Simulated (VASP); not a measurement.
# SiO2 (Pnnm) in VASP: a series of runs, part 2 of 2

VASP 6.6.1. The steps go on from the part before.

## Step 4: Single point, r2SCAN (atoms displaced along a vibrational mode)

POSCAR reads:

```
SiO2
1.0
    4.1854060762      0.0000000000      0.0000000000
    0.0000000000      4.1854060762      0.0000000000
    0.0000000000      0.0000000000      2.6687449733
Si O
2 4
Direct
    0.5000000000      0.5000000000      0.5000000000
    0.0000000000      0.0000000000      0.0000000000
    0.7234507165      0.6643196863      0.0000000000
    0.2234507165      0.8356803137      0.5000000000
    0.2765492835      0.3356803137      0.0000000000
    0.7765492835      0.1643196863      0.5000000000
```

INCAR.step1 reads:

```
PREC = Accurate
ENCUT = 520
ISMEAR = 0
SIGMA = 0.05
LREAL = False
LASPH = True
NELM = 100
NBANDS = 25
GGA = PE
ALGO = Normal
EDIFF = 1E-4
LWAVE = True
LCHARG = False
```

INCAR.step2 reads:

```
PREC = Accurate
ENCUT = 520
EDIFF = 1E-7
ISMEAR = 0
SIGMA = 0.05
LREAL = False
LASPH = True
NELM = 100
ALGO = Normal
ISIF = 2
LWAVE = False
LCHARG = False
METAGGA = R2SCAN
LMIXTAU = True
NBANDS = 25
ISTART = 1
```

KPOINTS reads:

```
regular mesh
0
Gamma
  6 6 8
```

Potentials or basis: VASP PAW PBE potentials, release 64 (Si, O).

Started as:

```console
> cat potpaw_PBE.64/Si/POTCAR potpaw_PBE.64/O/POTCAR > POTCAR
> cp INCAR.step1 INCAR
> mpirun -np 1 vasp_std > vasp.out
> cp INCAR.step2 INCAR
> mpirun -np 1 vasp_std > vasp.out
```

OUTCAR:

```text
PREC = Accurate
   ENCUT = 520
   EDIFF = 1E-7
   ISMEAR = 0
   LREAL = False
   LASPH = True
   NELM = 100
   ISIF = 2
   METAGGA = R2SCAN
   ISTART = 1

 ion  position               nearest neighbor table
   1  0.500  0.500  0.500-   3 1.77   5 1.77   3 1.77   5 1.77   4 1.82   6 1.82
   2  0.000  0.000  0.000-   4 1.77   6 1.77   4 1.77   6 1.77   5 1.82   3 1.82
   3  0.723  0.664  0.000-   1 1.77   1 1.77   2 1.82
   4  0.223  0.836  0.500-   2 1.77   2 1.77   1 1.82
   5  0.277  0.336  0.000-   1 1.77   1 1.77   2 1.82
   6  0.777  0.164  0.500-   2 1.77   2 1.77   1 1.82

  LATTYP: Found a simple tetragonal cell.
 ALAT       =     4.1854060762
 C/A-ratio  =     0.6376310744

  Lattice vectors:

 A1 = (   4.1854060762,   0.0000000000,   0.0000000000)
 A2 = (   0.0000000000,   4.1854060762,   0.0000000000)
 A3 = (   0.0000000000,   0.0000000000,   2.6687449733)

Analysis of symmetry for initial positions (statically):
=====================================================================
 Subroutine PRICEL returns:
 Original cell was already a primitive cell.

 Routine SETGRP: Setting up the symmetry group for a
 simple tetragonal supercell.

 Subroutine GETGRP returns: Found  8 space group operations
 (whereof  4 operations were pure point group operations)
 out of a pool of 16 trial point group operations.

The static configuration has the point symmetry C_2h.
 The point group associated with its full space group is D_2h.

Analysis of symmetry for dynamics (positions and initial velocities):
=====================================================================
 Subroutine PRICEL returns:
 Original cell was already a primitive cell.

 Routine SETGRP: Setting up the symmetry group for a
 simple tetragonal supercell.

 Subroutine GETGRP returns: Found  8 space group operations
 (whereof  4 operations were pure point group operations)
 out of a pool of 16 trial point group operations.
[... 130 lines left out ...]
     AMIX_MAG =   1.60;   BMIX_MAG =  1.00
  volume/ion in A,a.u.               =       7.79        52.58
  Fermi-wavevector in a.u.,A,eV,Ry     =   1.442771  2.726442 28.321726  2.081588
  Thomas-Fermi vector in A             =   2.561254
   LORBIT       =      0    0 simple, 1 ext, 2 COOP (PROOUT), +10 PAW based schemes
   METAGGA = R2SCAN    functional components
   LHFCALC =     F    Hartree Fock is set to
   AEXX    =    0.0000 exact exchange contribution
   IVDW    =     0    specifies the selected vdW correction
   LEPSILON=     F    determine dielectric tensor
   LRPA    =     F    only Hartree local field effects (RPA)
 non-spin polarized calculation
 Gauss-broadening in eV      SIGMA  =   0.05
  energy-cutoff  :      520.00
  volume of cell :       46.75
 maximum number of plane-waves:      1282
   NGX = 15   NGY = 15   NGZ =  9

 number of electron      31.9999979 magnetization

 Free energy of the ion-electron system (eV)
  ---------------------------------------------------
  ext. energy  EPLUGINS =         0.00000000
  ---------------------------------------------------
  free energy    TOTEN  =       -58.56459038 eV

  energy without entropy =      -58.56459038  energy(sigma->0) =      -58.56459038

 E-fermi :   7.7955     XC(G=0): -12.8895

 val. band max:        7.5184464827   @ k =   0.0000   0.0000   0.0000
 cond. band min:      14.1303653117   @ k =   0.0000   0.0000   0.0000
 fundamental gap:      6.6119188290
 Fermi energy:         7.7955327545

 k-point     1 :       0.0000    0.0000    0.0000
  band No.  band energies     occupation
      1     -15.6473      2.00000
      2     -12.2794      2.00000
      3     -11.8490      2.00000
      4     -11.8238      2.00000
      5      -3.1679      2.00000
      6       0.6606      2.00000
[... 661 lines left out ...]
     24      22.5640      0.00000
     25      23.1545      0.00000

 [... further k-points ...]

------------------------ aborting loop because EDIFF is reached ----------------------------------------

  FORCE on cell =-STRESS in cart. coord.  units (eV):
  Direction    XX          YY          ZZ          XY          YZ          ZX
  --------------------------------------------------------------------------------------
  -------------------------------------------------------------------------------------
  Total       -3.1746294      1.6952375     -0.5085985      0.0000000      0.0000000      0.0000000
  in kB     -108.7981066     58.0976880    -17.4302420      0.0000000      0.0000000      0.0000000
  external PRESSURE =     -22.7102202 kB  Pullay stress =       0.0000000 kB

 VOLUME and BASIS-vectors are now :
 -----------------------------------------------------------------------------
  energy-cutoff  :      520.00
  volume of cell :       46.75
      direct lattice vectors                 reciprocal lattice vectors
     4.185406076  0.000000000  0.000000000     0.238925443  0.000000000  0.000000000
     0.000000000  4.185406076  0.000000000     0.000000000  0.238925443  0.000000000
     0.000000000  0.000000000  2.668744973     0.000000000  0.000000000  0.374707966

 POSITION                                       TOTAL-FORCE (eV/Angst)
 -----------------------------------------------------------------------------------
      2.09270      2.09270      1.33437         0.000000      0.000000      0.000000
      0.00000      0.00000      0.00000         0.000000      0.000000      0.000000
      3.02794      2.78045      0.00000        -0.611270      0.383913     -0.000000
      0.93523      3.49766      1.33437        -0.611270     -0.383913     -0.000000
      1.15747      1.40496      0.00000         0.611270     -0.383913      0.000000
      3.25017      0.68774      1.33437         0.611270      0.383913      0.000000
 -----------------------------------------------------------------------------------
    total drift:                                0.000000      0.000000      0.000000

  FREE ENERGIE OF THE ION-ELECTRON SYSTEM (eV)
  ---------------------------------------------------
  free  energy   TOTEN  =       -58.5645903819 eV

  energy  without entropy=      -58.5645903819  energy(sigma->0) =      -58.56459038
```

OUTCAR.step1:

```text
PREC = Accurate
   ENCUT = 520
   ISMEAR = 0
   LREAL = False
   LASPH = True
[... 910 lines left out ...]
      3.02794      2.78045      0.00000        -0.478250      0.369343     -0.000000
      0.93523      3.49766      1.33437        -0.478250     -0.369343     -0.000000
      1.15747      1.40496      0.00000         0.478250     -0.369343      0.000000
      3.25017      0.68774      1.33437         0.478250      0.369343      0.000000
 -----------------------------------------------------------------------------------
    total drift:                                0.000000      0.000000      0.000000

  FREE ENERGIE OF THE ION-ELECTRON SYSTEM (eV)
  ---------------------------------------------------
  free  energy   TOTEN  =       -46.0841825480 eV

  energy  without entropy=      -46.0841825480  energy(sigma->0) =      -46.08418255
```

Run time: 3.9 min. Hardware: 1 thread of Intel Xeon Platinum 8259CL at 2.50GHz (Skylake/Cascade Lake), shared host; peak memory 0.2 GiB.

What came out:

* Free energy: -58.5646 eV
* Pressure: -2.3 GPa
* Largest force: 0.722 eV/Å
* Band gap on the k mesh: 6.61 eV

Forces on the atoms (eV/Å):
```
Si   0.000  0.000  0.000
Si   0.000  0.000  0.000
O   -0.611  0.384  0.000
O   -0.611 -0.384  0.000
O    0.611 -0.384  0.000
O    0.611  0.384  0.000
```

Stress tensor (GPa, compression positive):
```
-10.88   0.00   0.00
  0.00   5.81   0.00
  0.00   0.00  -1.74
```

Caveat: the cell differs from its parent crystal (atoms displaced along a vibrational mode); the stress differs along the axes, from -11 to 6 GPa; the PAW data sets were made with another functional, which shifts forces and pressure a little. A k mesh can miss the band edges.

## Step 5: Single point, r2SCAN (atoms displaced along a vibrational mode)

POSCAR reads:

```
SiO2
1.0
    4.1854060762      0.0000000000      0.0000000000
    0.0000000000      4.1854060762      0.0000000000
    0.0000000000      0.0000000000      2.6687449733
Si O
2 4
Direct
    0.5000000000      0.5000000000      0.5000000000
    0.0000000000      0.0000000000      0.0000000000
    0.7150034265      0.6727669763      0.0000000000
    0.2150034265      0.8272330237      0.5000000000
    0.2849965735      0.3272330237      0.0000000000
    0.7849965735      0.1727669763      0.5000000000
```

INCAR.step1 reads:

```
SYSTEM = SiO2
PREC = Accurate ; ENCUT = 520
ISMEAR = 0 ; SIGMA = 0.05
LREAL = .FALSE. ; LASPH = .TRUE.
NELM = 80 ; NBANDS = 25
GGA = PE ; ALGO = Normal
EDIFF = 1E-4 ; LWAVE = .TRUE.
LCHARG = .FALSE.
```

INCAR.step2 reads:

```
SYSTEM = SiO2
PREC = Accurate ; ENCUT = 520
EDIFF = 1E-6 ; ISMEAR = 0
SIGMA = 0.05 ; LREAL = .FALSE.
LASPH = .TRUE. ; NELM = 80
ALGO = Normal ; ISIF = 2
LWAVE = .FALSE. ; LCHARG = .FALSE.
METAGGA = R2SCAN ; LMIXTAU = .TRUE.
NBANDS = 25 ; ISTART = 1
```

KPOINTS reads:

```
regular mesh
0
G
  6 6 8
  0 0 0
```

Started as:

```console
> cat potpaw_PBE.64/Si/POTCAR potpaw_PBE.64/O/POTCAR > POTCAR
> cp INCAR.step1 INCAR
> mpirun -np 1 vasp_std > vasp.out
> cp INCAR.step2 INCAR
> mpirun -np 1 vasp_std > vasp.out
```

It took 3.3 min on 1 thread of Intel Xeon Platinum 8259CL at 2.50GHz (Skylake/Cascade Lake), shared host; peak memory 0.2 GiB.

The run converged. Its results:

| Quantity | Value |
| --- | --- |
| Free energy | -58.6792 eV |
| Pressure | -1.0 GPa |
| Largest force | 0.458 eV/Å |
| Band gap on the k mesh | 6.57 eV |

Forces on the atoms (eV/Å):
```
Si   0.000  0.000  0.000
Si   0.000  0.000  0.000
O   -0.369  0.270  0.000
O   -0.369 -0.270  0.000
O    0.369 -0.270  0.000
O    0.369  0.270  0.000
```

Stress tensor (GPa, compression positive):
```
-7.47  0.00  0.00
 0.00  4.78  0.00
 0.00  0.00 -0.45
```

Levels at points of the mesh, in eV from the valence-band top:
| k point | band 13 | band 14 | band 15 | band 16 | band 17 | band 18 | band 19 | band 20 |
| --- | --- | --- | --- | --- | --- | --- | --- | --- |
| (0.00, 0.00, 0.00) | -2.32 | -0.81 | -0.55 | 0.00 | 6.57 | 7.77 | 9.57 | 9.70 |
| (0.50, 0.00, 0.00) | -2.47 | -2.47 | -0.63 | -0.63 | 8.51 | 8.51 | 9.99 | 9.99 |
| (0.00, 0.50, 0.00) | -2.57 | -2.57 | -1.14 | -1.14 | 8.92 | 8.92 | 10.29 | 10.29 |
| (0.50, 0.50, 0.00) | -2.60 | -2.60 | -2.10 | -2.10 | 8.52 | 8.52 | 11.08 | 11.08 |
| (0.00, 0.00, 0.50) | -2.97 | -2.97 | -2.42 | -2.42 | 10.08 | 10.08 | 13.79 | 13.79 |
| (0.50, 0.00, 0.50) | -2.42 | -2.42 | -1.47 | -1.47 | 10.14 | 10.14 | 10.93 | 10.93 |
| (0.00, 0.50, 0.50) | -1.90 | -1.90 | -1.83 | -1.83 | 9.54 | 9.54 | 10.91 | 10.91 |
| (0.50, 0.50, 0.50) | -1.66 | -1.66 | -1.37 | -1.37 | 8.20 | 8.20 | 12.10 | 12.10 |

Caveat: the cell differs from its parent crystal (atoms displaced along a vibrational mode); the stress differs along the axes, from -7 to 5 GPa; the PAW data sets were made with another functional, which shifts forces and pressure a little. A k mesh can miss the band edges.

## Step 6: Overview

| cell | gap on the mesh (eV) | pressure (GPa) | largest force (eV/Å) |
| --- | --- | --- | --- |
| as given, atomic positions A | 6.63 | -3.0 | 0.88 |
| as given, atomic positions B | 6.59 | -1.6 | 0.58 |
| as given, atomic positions C | 6.61 | -2.3 | 0.72 |
| as given, atomic positions D | 6.57 | -1.0 | 0.46 |

Alike in all rows: task single point; level r2SCAN; potentials or basis VASP PAW PBE potentials, release 64 (Si, O); no spin polarisation; k mesh 6 × 6 × 8; cutoff (eV) 520; smearing gaussian 0.05 eV.

Caveats: the PAW data sets were made with another functional, which shifts forces and pressure a little; the stress differs along the axes, from -13 to 6 GPa (at least some runs); the stress differs along the axes, from -9 to 5 GPa (at least some runs); the stress differs along the axes, from -11 to 6 GPa (at least some runs); the stress differs along the axes, from -7 to 5 GPa (at least some runs).

Absolute energies hang on the potentials; compare differences alone.
